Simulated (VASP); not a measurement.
# ZnSe (F-43m) in VASP: a series of runs

Runs on ZnSe. Level: r2SCAN50. Tasks: single point.

Program: VASP 6.6.1. These are calculated values, not measurements. Logs are shortened: lines on timing, memory, paths and dates and some standing lists are left out, and cuts for length are marked.

## (1) The cell of the first run

The structure is cubic, space group F-43m (No. 216). The conventional cell has a = 5.630 Å, b = 5.630 Å, c = 5.630 Å, α = 90.00°, β = 90.00°, γ = 90.00°. Se (site symmetry -43m) has 4 Zn at 2.44 Å within 3.2 Å. Zn (site symmetry -43m) has 4 Se at 2.44 Å within 3.2 Å.

## (2) Single point, r2SCAN50

POSCAR

```
ZnSe
1.0
    0.0000000000      2.8147806350      2.8147806350
    2.8147806350      0.0000000000      2.8147806350
    2.8147806350      2.8147806350      0.0000000000
Se Zn
1 1
Direct
    0.7500000000      0.7500000000      0.7500000000
    0.0000000000      0.0000000000      0.0000000000
```

INCAR.step1

```
SYSTEM = ZnSe
ALGO = Normal
EDIFF = 1E-5
ENCUT = 520
GGA = PE
ISIF = 2
ISMEAR = -1
LASPH = .TRUE.
LREAL = .FALSE.
LWAVE = .TRUE.
NBANDS = 16
NELM = 80
PREC = Accurate
SIGMA = 0.05
```

INCAR.step2

```
SYSTEM = ZnSe
AEXX = 0.5
ALGO = Normal
EDIFF = 1E-6
ENCUT = 520
ISIF = 2
ISMEAR = -1
ISTART = 1
LASPH = .TRUE.
LCHARG = .TRUE.
LELF = .TRUE.
LHFCALC = .TRUE.
LMIXTAU = .TRUE.
LREAL = .FALSE.
LVHAR = .TRUE.
LWAVE = .FALSE.
METAGGA = R2SCAN
NBANDS = 16
NELM = 80
PREC = Accurate
PRECFOCK = Normal
SIGMA = 0.05
```

KPOINTS

```
k-points
0
G
  4 4 4
  0 0 0
```

Potentials or basis: VASP PAW PBE potentials, release 64 (Se, Zn).

The run is started by

```bash
$ cat potpaw_PBE.64/Se/POTCAR potpaw_PBE.64/Zn/POTCAR > POTCAR
$ cp INCAR.step1 INCAR
$ mpirun -np 1 vasp_std > vasp.out
$ cp INCAR.step2 INCAR
$ mpirun -np 1 vasp_std > vasp.out
```

OUTCAR:

```text
SYSTEM = ZnSe
   AEXX = 0.5
   EDIFF = 1E-6
   ENCUT = 520
   ISIF = 2
   ISMEAR = -1
   ISTART = 1
   LASPH = .TRUE.
   LHFCALC = .TRUE.
   LREAL = .FALSE.
   METAGGA = R2SCAN
   NELM = 80
   PREC = Accurate
   PRECFOCK = Normal

 ion  position               nearest neighbor table
   1  0.750  0.750  0.750-   2 2.44   2 2.44   2 2.44   2 2.44
   2  0.000  0.000  0.000-   1 2.44   1 2.44   1 2.44   1 2.44

  LATTYP: Found a face centered cubic cell.
 ALAT       =     5.6295612700

  Lattice vectors:

 A1 = (   0.0000000000,   2.8147806350,   2.8147806350)
 A2 = (   2.8147806350,   0.0000000000,   2.8147806350)
 A3 = (   2.8147806350,   2.8147806350,   0.0000000000)

Analysis of symmetry for initial positions (statically):
=====================================================================
 Subroutine PRICEL returns:
 Original cell was already a primitive cell.

 Routine SETGRP: Setting up the symmetry group for a
 face centered cubic supercell.

 Subroutine GETGRP returns: Found 24 space group operations
 (whereof 24 operations were pure point group operations)
 out of a pool of 48 trial point group operations.

The static configuration has the point symmetry T_d .

Analysis of symmetry for dynamics (positions and initial velocities):
=====================================================================
 Subroutine PRICEL returns:
 Original cell was already a primitive cell.

 Routine SETGRP: Setting up the symmetry group for a
 face centered cubic supercell.

 Subroutine GETGRP returns: Found 24 space group operations
 (whereof 24 operations were pure point group operations)
 out of a pool of 48 trial point group operations.

The dynamic configuration has the point symmetry T_d .

 Subroutine INISYM returns: Found 24 space group operations
 (whereof 24 operations are pure point group operations),
 and found     1 'primitive' translations

----------------------------------------------------------------------------------------

                                     Primitive cell

  volume of cell :      44.6030

  direct lattice vectors                    reciprocal lattice vectors
     0.000000000  2.814780635  2.814780635    -0.177633736  0.177633736  0.177633736
     2.814780635  0.000000000  2.814780635     0.177633736 -0.177633736  0.177633736
     2.814780635  2.814780635  0.000000000     0.177633736  0.177633736 -0.177633736

  length of vectors
     3.980700949  3.980700949  3.980700949     0.307670656  0.307670656  0.307670656

  position of ions in fractional coordinates (direct lattice)
     0.750000000  0.750000000  0.750000000
     0.000000000  0.000000000  0.000000000

  ion indices of the primitive-cell ions
   primitive index   ion index
                 1           1
                 2           2

----------------------------------------------------------------------------------------

 KPOINTS: k-points

Automatic generation of k-mesh.
 Grid dimensions read from file:
 generate k-points for:    4    4    4

 Generating k-lattice:

  Cartesian coordinates                     Fractional coordinates (reciprocal lattice)
    -0.044408434  0.044408434  0.044408434     0.250000000  0.000000000  0.000000000
     0.044408434 -0.044408434  0.044408434     0.000000000  0.250000000  0.000000000
     0.044408434  0.044408434 -0.044408434     0.000000000  0.000000000  0.250000000

  Length of vectors
     0.076917664  0.076917664  0.076917664

  Shift w.r.t. Gamma in fractional coordinates (k-lattice)
     0.000000000  0.000000000  0.000000000

 Subroutine IBZKPT returns following result:
 ===========================================

 Found      8 irreducible k-points:

 Following reciprocal coordinates:
            Coordinates               Weight
  0.000000  0.000000  0.000000      1.000000
  0.250000  0.000000  0.000000      8.000000
  0.500000  0.000000  0.000000      4.000000
  0.250000  0.250000  0.000000      6.000000
  0.500000  0.250000  0.000000     24.000000
 -0.250000  0.250000  0.000000     12.000000
  0.500000  0.500000  0.000000      3.000000
 -0.250000  0.500000  0.250000      6.000000
   k-points           NKPTS =      8   k-points in BZ     NKDIM =     64   number of bands    NBANDS=     16
   number of dos      NEDOS =    301   number of ions     NIONS =      2
   total plane-waves  NPLWV =  27000
   dimension x,y,z NGX =    30 NGY =   30 NGZ =   30
   dimension x,y,z NGXF=    60 NGYF=   60 NGZF=   60
   ions per type =               1   1
   NGX,Y,Z   is equivalent  to a cutoff of  12.53, 12.53, 12.53 a.u.
   NGXF,Y,Z  is equivalent  to a cutoff of  25.06, 25.06, 25.06 a.u.
 SYSTEM =  ZnSe
   PREC   = accura    normal or accurate (medium, high low for compatibility)
   ISTART =      1    job   : 0-new  1-cont  2-samecut
   ICHARG =      0    charge: 1-file 2-atom 10-const
   ISPIN  =      1    spin polarized calculation?
   LNONCOLLINEAR =      F non collinear calculations
   LSORBIT =      F    spin-orbit coupling
   LASPH  =      T    aspherical Exc in radial PAW
   ENCUT  =  520.0 eV  38.22 Ry    6.18 a.u.   7.40  7.40  7.40*2*pi/ulx,y,z
   NELM   =     80;   NELMIN=  2; NELMDL=  0     # of ELM steps
   EDIFF  = 0.1E-05   stopping-criterion for ELM
   LREAL  =      F    real-space projection
   EDIFFG = 0.1E-04   stopping-criterion for IOM
   NSW    =      0    number of steps for IOM
   IBRION =     -1    ionic relax: 0-MD 1-quasi-New 2-CG
   NFREE  =      0    steps in history (QN), initial steepest desc. (CG)
   ISIF   =      2    stress and relaxation
   ISYM   =      3    0-nonsym 1-usesym 2-fastsym
   POTIM  = 0.5000    time-step for ionic-motion
   TEBEG  =    0.0;   TEEND  =   0.0 temperature during run
   PSTRESS=    0.0 pullay stress
   NELECT =      18.0000    total number of electrons
   NUPDOWN=      -1.0000    fix difference up-down
   EMIN   =  10.00;   EMAX   =-10.00  energy-range for DOS
   EFERMI =   0.00;   METHOD = LEGACY
   ISMEAR =    -1;   SIGMA  =   0.05  broadening in eV -4-tet -1-fermi 0-gaus
   EFERMI_NEDOS =   21; number of points for ismear=-14 and -15
   IALGO  =     38    algorithm
   IMIX   =      1    mixing-type and parameters
     AMIX     =   0.40;   BMIX     =  1.00
     AMIX_MAG =   1.60;   BMIX_MAG =  1.00
  volume/ion in A,a.u.               =      22.30       150.50
  Fermi-wavevector in a.u.,A,eV,Ry     =   1.209793  2.286178 19.913479  1.463599
  Thomas-Fermi vector in A             =   2.345360
   LORBIT       =      0    0 simple, 1 ext, 2 COOP (PROOUT), +10 PAW based schemes
   METAGGA = R2SCAN    functional components
   LHFCALC =     T    Hartree Fock is set to
   PRECFOCK=normal    Normal, Fast or Accurate (Low or Medium for compatibility)
   ENCUT4O =  -1.0   cutoff for four orbital integrals eV
   NKREDX  =     1    reduce k-point grid by
   NKREDY  =     1    reduce k-point grid by
   NKREDZ  =     1    reduce k-point grid by
   AEXX    =    0.5000 exact exchange contribution
   HFSCREEN=    0.0000 screening length (either q_TF or 0.3 A-1)
   HFSCREENC=   0.0000 screening length for correlation (either q_TF or 0.3 A-1)
   ENCUTFOCK=  -1.0 apply spherical cutoff to Coloumb kernel
   IVDW    =     0    specifies the selected vdW correction
   LEPSILON=     F    determine dielectric tensor
   LRPA    =     F    only Hartree local field effects (RPA)
 non-spin polarized calculation
  energy-cutoff  :      520.00
  volume of cell :       44.60
 maximum number of plane-waves:      1243
 NGX is ok and might be reduce to    30
  NGX = 24; NGY = 24; NGZ = 24

 number of electron      17.9999996 magnetization

 Free energy of the ion-electron system (eV)
  ---------------------------------------------------
  ext. energy  EPLUGINS =         0.00000000
  ---------------------------------------------------
  free energy    TOTEN  =       -20.12105427 eV

  energy without entropy =      -20.12105427  energy(sigma->0) =      -20.12105427

 E-fermi :   0.7029     XC(G=0):  -5.6201

 val. band max:       -0.3996611935   @ k =   0.0000   0.0000   0.0000
 cond. band min:       4.8471033086   @ k =   0.0000   0.0000   0.0000
 fundamental gap:      5.2467645022
 Fermi energy:         0.7028872498

 k-point     1 :       0.0000    0.0000    0.0000
  band No.  band energies     occupation
      1     -16.2374      2.00000
      2     -10.5506      2.00000
      3     -10.5506      2.00000
      4     -10.5505      2.00000
      5     -10.2243      2.00000
      6     -10.2243      2.00000
[... 8 lines left out ...]
     15      15.3442      0.00000
     16      15.3442      0.00000

 k-point     2 :       0.2500    0.0000    0.0000
  band No.  band energies     occupation
      1     -15.7919      2.00000
      2     -10.5060      2.00000
      3     -10.5060      2.00000
      4     -10.4058      2.00000
      5     -10.2256      2.00000
      6     -10.2256      2.00000
[... 8 lines left out ...]
     15      14.1539      0.00000
     16      14.4014      0.00000

 k-point     3 :       0.5000    0.0000    0.0000
  band No.  band energies     occupation
      1     -15.2777      2.00000
      2     -10.4717      2.00000
      3     -10.4716      2.00000
      4     -10.2146      2.00000
      5     -10.2146      2.00000
      6      -9.9951      2.00000
[... 8 lines left out ...]
     15      17.3942      0.00000
     16      17.3943      0.00000

 k-point     4 :       0.2500    0.2500    0.0000
  band No.  band energies     occupation
      1     -15.6435      2.00000
      2     -10.4553      2.00000
      3     -10.4553      2.00000
      4     -10.4465      2.00000
      5     -10.2363      2.00000
      6     -10.2051      2.00000
[... 8 lines left out ...]
     15      16.3351      0.00000
     16      18.2528      0.00000

 k-point     5 :       0.5000    0.2500    0.0000
  band No.  band energies     occupation
      1     -15.1303      2.00000
      2     -10.4383      2.00000
      3     -10.4061      2.00000
      4     -10.2902      2.00000
      5     -10.2052      2.00000
      6      -9.9659      2.00000
[... 8 lines left out ...]
     15      17.5617      0.00000
     16      18.3258      0.00000

 k-point     6 :      -0.2500    0.2500    0.0000
  band No.  band energies     occupation
      1     -15.3010      2.00000
      2     -10.4528      2.00000
      3     -10.4496      2.00000
      4     -10.2514      2.00000
      5     -10.2365      2.00000
      6     -10.0862      2.00000
[... 8 lines left out ...]
     15      16.3489      0.00000
     16      18.4206      0.00000

 k-point     7 :       0.5000    0.5000    0.0000
  band No.  band energies     occupation
      1     -14.9623      2.00000
      2     -10.3903      2.00000
      3     -10.3445      2.00000
      4     -10.3445      2.00000
      5     -10.1856      2.00000
      6      -9.9160      2.00000
[... 8 lines left out ...]
     15      18.1610      0.00000
     16      18.6666      0.00000

 k-point     8 :      -0.2500    0.5000    0.2500
  band No.  band energies     occupation
      1     -14.9596      2.00000
      2     -10.4013      2.00000
      3     -10.3945      2.00000
      4     -10.2679      2.00000
      5     -10.2286      2.00000
      6      -9.8061      2.00000
[... 8 lines left out ...]
     15      18.2872      0.00000
     16      18.2946      0.00000

------------------------ aborting loop because EDIFF is reached ----------------------------------------

  FORCE on cell =-STRESS in cart. coord.  units (eV):
  Direction    XX          YY          ZZ          XY          YZ          ZX
  --------------------------------------------------------------------------------------
  -------------------------------------------------------------------------------------
  Total        0.2319395      0.2319395      0.2319395      0.0000000      0.0000000     -0.0000000
  in kB        8.3314695      8.3314695      8.3314695      0.0000000      0.0000000     -0.0000000
  external PRESSURE =       8.3314695 kB  Pullay stress =       0.0000000 kB

 VOLUME and BASIS-vectors are now :
 -----------------------------------------------------------------------------
  energy-cutoff  :      520.00
  volume of cell :       44.60
      direct lattice vectors                 reciprocal lattice vectors
     0.000000000  2.814780635  2.814780635    -0.177633736  0.177633736  0.177633736
     2.814780635  0.000000000  2.814780635     0.177633736 -0.177633736  0.177633736
     2.814780635  2.814780635  0.000000000     0.177633736  0.177633736 -0.177633736

 POSITION                                       TOTAL-FORCE (eV/Angst)
 -----------------------------------------------------------------------------------
      4.22217      4.22217      4.22217        -0.000000     -0.000000     -0.000000
      0.00000      0.00000      0.00000         0.000000      0.000000      0.000000
 -----------------------------------------------------------------------------------
    total drift:                               -0.000389     -0.000297     -0.000223

  FREE ENERGIE OF THE ION-ELECTRON SYSTEM (eV)
  ---------------------------------------------------
  free  energy   TOTEN  =       -20.1210542711 eV

  energy  without entropy=      -20.1210542711  energy(sigma->0) =      -20.12105427
```

Wall time 4.2 min (1 thread of Intel Xeon 6975P-C (Granite Rapids), shared host); peak memory 0.18 GiB.

Results:

```yaml
Free_energy: -20.1211 eV
Pressure: 0.8 GPa
Band_gap_on_the_k_mesh: 5.25 eV
```

Caveat: the k points lie up to 0.48 Å⁻¹ apart; the PAW data sets were made with another functional, which shifts forces and pressure a little.

## (3) Single point, r2SCAN50

This run uses another cell than the first one, of 22.76 Å³/atom.

POSCAR

```
ZnSe
1.0
    0.0000000000      2.8338000000      2.8338000000
    2.8338000000      0.0000000000      2.8338000000
    2.8338000000      2.8338000000      0.0000000000
Se Zn
1 1
Direct
    0.7500000000      0.7500000000      0.7500000000
    0.0000000000      0.0000000000      0.0000000000
```

INCAR.step1

```
  ALGO = Normal
  EDIFF = 1E-5
  ENCUT = 520
  GGA = PE
  ISIF = 2
  ISMEAR = -1
  LASPH = True
  LCHARG = False
  LREAL = False
  LWAVE = True
  NBANDS = 16
  NELM = 100
  PREC = Accurate
  SIGMA = 0.05
```

INCAR.step2

```
  AEXX = 0.5
  ALGO = Normal
  EDIFF = 1E-6
  ENCUT = 520
  ISIF = 2
  ISMEAR = -1
  ISTART = 1
  LASPH = True
  LCHARG = False
  LHFCALC = True
  LMIXTAU = True
  LREAL = False
  LWAVE = False
  METAGGA = R2SCAN
  NBANDS = 16
  NELM = 100
  PREC = Accurate
  PRECFOCK = Normal
  SIGMA = 0.05
```

KPOINTS

```
k-points
0
Gamma
  4 4 4
```

Potentials or basis: VASP PAW PBE potentials, release 64 (Se, Zn).

The run is started by

```bash
$ cat potpaw_PBE.64/Se/POTCAR potpaw_PBE.64/Zn/POTCAR > POTCAR
$ cp INCAR.step1 INCAR
$ mpirun -np 1 vasp_std > vasp.out
$ cp INCAR.step2 INCAR
$ mpirun -np 1 vasp_std > vasp.out
```

It took 4 min on 1 thread of Intel Xeon 6975P-C (Granite Rapids), shared host; peak memory 0.17 GiB.

It converged, with:

| Item | Value |
| --- | --- |
| Free energy | -20.1220 eV |
| Pressure | -0.6 GPa |
| Band gap on the k mesh | 5.14 eV |

Levels at points of the mesh, in eV from the valence-band top:
| k point | band 6 | band 7 | band 8 | band 9 | band 10 | band 11 | band 12 | band 13 |
| --- | --- | --- | --- | --- | --- | --- | --- | --- |
| (0.00, 0.00, 0.00) | -9.79 | 0.00 | 0.00 | 0.00 | 5.14 | 9.78 | 9.78 | 9.78 |
| (0.50, 0.00, 0.00) | -9.57 | -5.92 | -0.96 | -0.96 | 6.39 | 10.27 | 10.27 | 12.45 |
| (0.50, 0.50, 0.00) | -9.50 | -5.51 | -2.46 | -2.46 | 6.28 | 7.16 | 15.34 | 16.13 |

Caveat: the k points lie up to 0.48 Å⁻¹ apart; the PAW data sets were made with another functional, which shifts forces and pressure a little.
